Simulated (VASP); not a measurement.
# B (R-3m) in VASP: single point with PBEsol

Aim: the single point of B with PBEsol.

Everything below comes from runs of VASP 6.6.1. Logs are shortened: lines on timing, memory, paths and dates and some standing lists are left out, and cuts for length are marked.

## (1) The cell of the first run

The structure is trigonal, space group R-3m (No. 166). The conventional cell has a = 4.876 Å, b = 4.876 Å, c = 12.499 Å, α = 90.00°, β = 90.00°, γ = 120.00°. Within 2.2 Å of B (site symmetry m) lie 6 B at 1.67 to 1.79 Å. B (site symmetry m) has 7 B at 1.77 to 1.99 Å within 2.4 Å.

## (2) Single point, PBEsol

INCAR

```
SYSTEM = B
ALGO = Normal
EDIFF = 1E-7
ENCUT = 520
GGA = PS
ISIF = 2
ISMEAR = -1
LASPH = .True.
LCHARG = .False.
LREAL = .False.
LWAVE = .False.
NBANDS = 30
NELM = 100
PREC = Accurate
SIGMA = 0.05
```

KPOINTS

```
k-points
0
Gamma
  8 8 8
  0 0 0
```

POSCAR

```
B
1.0
    2.4381230950      1.4076510252      4.1664559497
   -2.4381230950      1.4076510252      4.1664559497
    0.0000000000     -2.8153020505      4.1664559497
B
12
Direct
    0.0106128932      0.6538285838      0.0106128932
    0.0106128932      0.0106128932      0.6538285838
    0.6538285838      0.0106128932      0.0106128932
    0.9893871068      0.3461714162      0.9893871068
    0.3461714162      0.9893871068      0.9893871068
    0.9893871068      0.9893871068      0.3461714162
    0.2215973721      0.6297888796      0.2215973721
    0.2215973721      0.2215973721      0.6297888796
    0.6297888796      0.2215973721      0.2215973721
    0.7784026279      0.3702111204      0.7784026279
    0.3702111204      0.7784026279      0.7784026279
    0.7784026279      0.7784026279      0.3702111204
```

Potentials or basis: VASP PAW PBE potentials, release 64 (B).

On the command line:

```bash
cat potpaw_PBE.64/B/POTCAR > POTCAR
mpirun -np 1 vasp_std > vasp.out
```

OUTCAR:

```text
SYSTEM = B
   EDIFF = 1E-7
   ENCUT = 520
   GGA = PS
   ISIF = 2
   ISMEAR = -1
   LASPH = .True.
   LREAL = .False.
   NELM = 100
   PREC = Accurate

 ion  position               nearest neighbor table
   1  0.011  0.654  0.011-   4 1.67   3 1.74   2 1.74   7 1.79  11 1.79  12 1.79
   2  0.011  0.011  0.654-   6 1.67   3 1.74   1 1.74   8 1.79  10 1.79  11 1.79
   3  0.654  0.011  0.011-   5 1.67   1 1.74   2 1.74   9 1.79  10 1.79  12 1.79
   4  0.989  0.346  0.989-   1 1.67   5 1.74   6 1.74  10 1.79   9 1.79   8 1.79
   5  0.346  0.989  0.989-   3 1.67   4 1.74   6 1.74  11 1.79   7 1.79   8 1.79
   6  0.989  0.989  0.346-   2 1.67   4 1.74   5 1.74  12 1.79   9 1.79   7 1.79
   7  0.222  0.630  0.222-  12 1.77  11 1.77   1 1.79   6 1.79   5 1.79   9 1.99   8 1.99
   8  0.222  0.222  0.630-  10 1.77  11 1.77   2 1.79   4 1.79   5 1.79   7 1.99   9 1.99
   9  0.630  0.222  0.222-  12 1.77  10 1.77   3 1.79   6 1.79   4 1.79   7 1.99   8 1.99
  10  0.778  0.370  0.778-   8 1.77   9 1.77   4 1.79   2 1.79   3 1.79  11 1.99  12 1.99
  11  0.370  0.778  0.778-   8 1.77   7 1.77   5 1.79   2 1.79   1 1.79  10 1.99  12 1.99
  12  0.778  0.778  0.370-   7 1.77   9 1.77   6 1.79   3 1.79   1 1.79  10 1.99  11 1.99

  LATTYP: Found a trigonal (rhomboedric) cell.
 ALAT       =     5.0284471575
 COS(alpha) =     0.5298099104

  Lattice vectors:

 A1 = (   2.4381230950,   1.4076510252,   4.1664559497)
 A2 = (  -2.4381230950,   1.4076510252,   4.1664559497)
 A3 = (   0.0000000000,  -2.8153020505,   4.1664559497)

Analysis of symmetry for initial positions (statically):
=====================================================================
 Subroutine PRICEL returns:
 Original cell was already a primitive cell.

 Routine SETGRP: Setting up the symmetry group for a
 trigonal (rhombohedral) supercell.

 Subroutine GETGRP returns: Found 12 space group operations
 (whereof 12 operations were pure point group operations)
 out of a pool of 12 trial point group operations.

The static configuration has the point symmetry D_3d.

Analysis of symmetry for dynamics (positions and initial velocities):
=====================================================================
 Subroutine PRICEL returns:
 Original cell was already a primitive cell.

 Routine SETGRP: Setting up the symmetry group for a
 trigonal (rhombohedral) supercell.

 Subroutine GETGRP returns: Found 12 space group operations
 (whereof 12 operations were pure point group operations)
 out of a pool of 12 trial point group operations.

The dynamic configuration has the point symmetry D_3d.

 Subroutine INISYM returns: Found 12 space group operations
 (whereof 12 operations are pure point group operations),
 and found     1 'primitive' translations

----------------------------------------------------------------------------------------

                                     Primitive cell

  volume of cell :      85.7963

  direct lattice vectors                    reciprocal lattice vectors
     2.438123095  1.407651025  4.166455950     0.205075782  0.118400558  0.080004046
    -2.438123095  1.407651025  4.166455950    -0.205075782  0.118400558  0.080004046
     0.000000000 -2.815302051  4.166455950     0.000000000 -0.236801116  0.080004046

  length of vectors
     5.028447158  5.028447158  5.028447158     0.249950827  0.249950827  0.249950827

  position of ions in fractional coordinates (direct lattice)
     0.010612893  0.653828584  0.010612893
     0.010612893  0.010612893  0.653828584
     0.653828584  0.010612893  0.010612893
     0.989387107  0.346171416  0.989387107
     0.346171416  0.989387107  0.989387107
     0.989387107  0.989387107  0.346171416
     0.221597372  0.629788880  0.221597372
     0.221597372  0.221597372  0.629788880
     0.629788880  0.221597372  0.221597372
     0.778402628  0.370211120  0.778402628
     0.370211120  0.778402628  0.778402628
     0.778402628  0.778402628  0.370211120

  ion indices of the primitive-cell ions
   primitive index   ion index
                 1           1
                 2           2
                 3           3
                 4           4
                 5           5
                 6           6
                 7           7
                 8           8
                 9           9
                10          10
                11          11
                12          12

----------------------------------------------------------------------------------------

 KPOINTS: k-points

Automatic generation of k-mesh.
 Grid dimensions read from file:
 generate k-points for:    8    8    8

 Generating k-lattice:

  Cartesian coordinates                     Fractional coordinates (reciprocal lattice)
     0.025634473  0.014800070  0.010000506     0.125000000  0.000000000  0.000000000
    -0.025634473  0.014800070  0.010000506     0.000000000  0.125000000  0.000000000
     0.000000000 -0.029600139  0.010000506     0.000000000  0.000000000  0.125000000

  Length of vectors
     0.031243853  0.031243853  0.031243853

  Shift w.r.t. Gamma in fractional coordinates (k-lattice)
     0.000000000  0.000000000  0.000000000

 Subroutine IBZKPT returns following result:
 ===========================================

 Found     65 irreducible k-points:

 Following reciprocal coordinates:
            Coordinates               Weight
  0.000000  0.000000  0.000000      1.000000
  0.125000  0.000000  0.000000      6.000000
  0.250000  0.000000  0.000000      6.000000
  0.375000 -0.000000 -0.000000      6.000000
  0.500000  0.000000  0.000000      3.000000
  0.125000  0.125000  0.000000      6.000000
[... 16 lines left out ...]
  0.250000  0.125000  0.125000      6.000000
  0.375000  0.125000  0.125000      6.000000
 [... further k-points ...]
   k-points           NKPTS =     65   k-points in BZ     NKDIM =     65   number of bands    NBANDS=     30
   number of dos      NEDOS =    301   number of ions     NIONS =     12
   total plane-waves  NPLWV =  64000
   dimension x,y,z NGX =    40 NGY =   40 NGZ =   40
   dimension x,y,z NGXF=    80 NGYF=   80 NGZF=   80
   ions per type =              12
   NGX,Y,Z   is equivalent  to a cutoff of  13.22, 13.22, 13.22 a.u.
   NGXF,Y,Z  is equivalent  to a cutoff of  26.45, 26.45, 26.45 a.u.
 SYSTEM =  B
   PREC   = accura    normal or accurate (medium, high low for compatibility)
   ISTART =      0    job   : 0-new  1-cont  2-samecut
   ICHARG =      2    charge: 1-file 2-atom 10-const
   ISPIN  =      1    spin polarized calculation?
   LNONCOLLINEAR =      F non collinear calculations
   LSORBIT =      F    spin-orbit coupling
   LASPH  =      T    aspherical Exc in radial PAW
   ENCUT  =  520.0 eV  38.22 Ry    6.18 a.u.   9.35  9.35  9.35*2*pi/ulx,y,z
   NELM   =    100;   NELMIN=  2; NELMDL= -5     # of ELM steps
   EDIFF  = 0.1E-06   stopping-criterion for ELM
   LREAL  =      F    real-space projection
   EDIFFG = 0.1E-05   stopping-criterion for IOM
   NSW    =      0    number of steps for IOM
   IBRION =     -1    ionic relax: 0-MD 1-quasi-New 2-CG
   NFREE  =      0    steps in history (QN), initial steepest desc. (CG)
   ISIF   =      2    stress and relaxation
   ISYM   =      2    0-nonsym 1-usesym 2-fastsym
   POTIM  = 0.5000    time-step for ionic-motion
   TEBEG  =    0.0;   TEEND  =   0.0 temperature during run
   PSTRESS=    0.0 pullay stress
   NELECT =      36.0000    total number of electrons
   NUPDOWN=      -1.0000    fix difference up-down
   EMIN   =  10.00;   EMAX   =-10.00  energy-range for DOS
   EFERMI =   0.00;   METHOD = LEGACY
   ISMEAR =    -1;   SIGMA  =   0.05  broadening in eV -4-tet -1-fermi 0-gaus
   EFERMI_NEDOS =   21; number of points for ismear=-14 and -15
   IALGO  =     38    algorithm
   IMIX   =      4    mixing-type and parameters
     AMIX     =   0.40;   BMIX     =  1.00
     AMIX_MAG =   1.60;   BMIX_MAG =  1.00
  volume/ion in A,a.u.               =       7.15        48.25
  Fermi-wavevector in a.u.,A,eV,Ry     =   1.225611  2.316070 20.437627  1.502123
  Thomas-Fermi vector in A             =   2.360643
   LORBIT       =      0    0 simple, 1 ext, 2 COOP (PROOUT), +10 PAW based schemes
   GGA     = PS    functional components
   LHFCALC =     F    Hartree Fock is set to
   AEXX    =    0.0000 exact exchange contribution
   IVDW    =     0    specifies the selected vdW correction
   LEPSILON=     F    determine dielectric tensor
   LRPA    =     F    only Hartree local field effects (RPA)
 non-spin polarized calculation
  energy-cutoff  :      520.00
  volume of cell :       85.80
 maximum number of plane-waves:      2327
 NGX is ok and might be reduce to    40
   NGX = 19   NGY = 19   NGZ = 19

 number of electron      36.0000000 magnetization

 Free energy of the ion-electron system (eV)
  ---------------------------------------------------
  ext. energy  EPLUGINS =         0.00000000
  ---------------------------------------------------
  free energy    TOTEN  =       -84.47225965 eV

  energy without entropy =      -84.47225961  energy(sigma->0) =      -84.47225963

 E-fermi :   6.6754     XC(G=0): -11.7178

 val. band max:        6.0483105269   @ k =   0.5000   0.5000   0.5000
 cond. band min:       7.3831992083   @ k =   0.0000   0.0000   0.0000
 fundamental gap:      1.3348886814
 Fermi energy:         6.6753795850

 k-point     1 :       0.0000    0.0000    0.0000
  band No.  band energies     occupation
      1     -10.2921      2.00000
      2      -4.4735      2.00000
      3      -4.2163      2.00000
      4      -4.2163      2.00000
      5      -3.2555      2.00000
      6      -2.5641      2.00000
[... 22 lines left out ...]
     29      15.8562      0.00000
     30      16.2669      0.00000
[... 728 lines left out ...]
  band No.  band energies     occupation
      1      -9.8176      2.00000
      2      -6.2944      2.00000
      3      -5.2331      2.00000
      4      -4.6141      2.00000
      5      -3.2884      2.00000
      6      -2.0890      2.00000
[... 22 lines left out ...]
     29      15.2356      0.00000
     30      15.2614      0.00000

 [... further k-points ...]

------------------------ aborting loop because EDIFF is reached ----------------------------------------

  FORCE on cell =-STRESS in cart. coord.  units (eV):
  Direction    XX          YY          ZZ          XY          YZ          ZX
  --------------------------------------------------------------------------------------
  -------------------------------------------------------------------------------------
  Total        0.2103773      0.2103773      0.1931086      0.0000000     -0.0000000      0.0000000
  in kB        3.9286277      3.9286277      3.6061485      0.0000000     -0.0000000      0.0000000
  external PRESSURE =       3.8211346 kB  Pullay stress =       0.0000000 kB

 VOLUME and BASIS-vectors are now :
 -----------------------------------------------------------------------------
  energy-cutoff  :      520.00
  volume of cell :       85.80
      direct lattice vectors                 reciprocal lattice vectors
     2.438123095  1.407651025  4.166455950     0.205075782  0.118400558  0.080004046
    -2.438123095  1.407651025  4.166455950    -0.205075782  0.118400558  0.080004046
     0.000000000 -2.815302051  4.166455950     0.000000000 -0.236801116  0.080004046

 POSITION                                       TOTAL-FORCE (eV/Angst)
 -----------------------------------------------------------------------------------
     -1.56824      0.90542      2.81258         0.015228     -0.008792     -0.013810
      0.00000     -1.81085      2.81258        -0.000000      0.017584     -0.013810
      1.56824      0.90542      2.81258        -0.015228     -0.008792     -0.013810
      1.56824     -0.90542      9.68678        -0.015228      0.008792      0.013810
     -1.56824     -0.90542      9.68678         0.015228      0.008792      0.013810
      0.00000      1.81085      9.68678        -0.000000     -0.017584      0.013810
     -0.99522      0.57459      4.47054         0.023243     -0.013419      0.007210
      0.00000     -1.14918      4.47054        -0.000000      0.026838      0.007210
      0.99522      0.57459      4.47054        -0.023243     -0.013419      0.007210
      0.99522     -0.57459      8.02883        -0.023243      0.013419     -0.007210
     -0.99522     -0.57459      8.02883         0.023243      0.013419     -0.007210
      0.00000      1.14918      8.02883        -0.000000     -0.026838     -0.007210
 -----------------------------------------------------------------------------------
    total drift:                               -0.000000      0.000000     -0.000000

  FREE ENERGIE OF THE ION-ELECTRON SYSTEM (eV)
  ---------------------------------------------------
  free  energy   TOTEN  =       -84.4722596490 eV

  energy  without entropy=      -84.4722596131  energy(sigma->0) =      -84.47225963
```

Wall time 2.2 min (1 thread of Intel Xeon Platinum 8488C (Sapphire Rapids), shared host); peak memory 0.28 GiB.

Results:

```
Free energy            : -84.4723 eV
Pressure               : 0.4 GPa
Largest force          : 0.028 eV/Å
Band gap on the k mesh : 1.33 eV (least direct gap 1.67 eV)
```

Forces on the atoms (eV/Å):
```
B    0.015 -0.009 -0.014
B    0.000  0.018 -0.014
B   -0.015 -0.009 -0.014
B   -0.015  0.009  0.014
B    0.015  0.009  0.014
B    0.000 -0.018  0.014
B    0.023 -0.013  0.007
B    0.000  0.027  0.007
B   -0.023 -0.013  0.007
B   -0.023  0.013 -0.007
B    0.023  0.013 -0.007
B    0.000 -0.027 -0.007
```

Caveat: the PAW data sets were made with another functional, which shifts forces and pressure a little. A k mesh can miss the band edges.
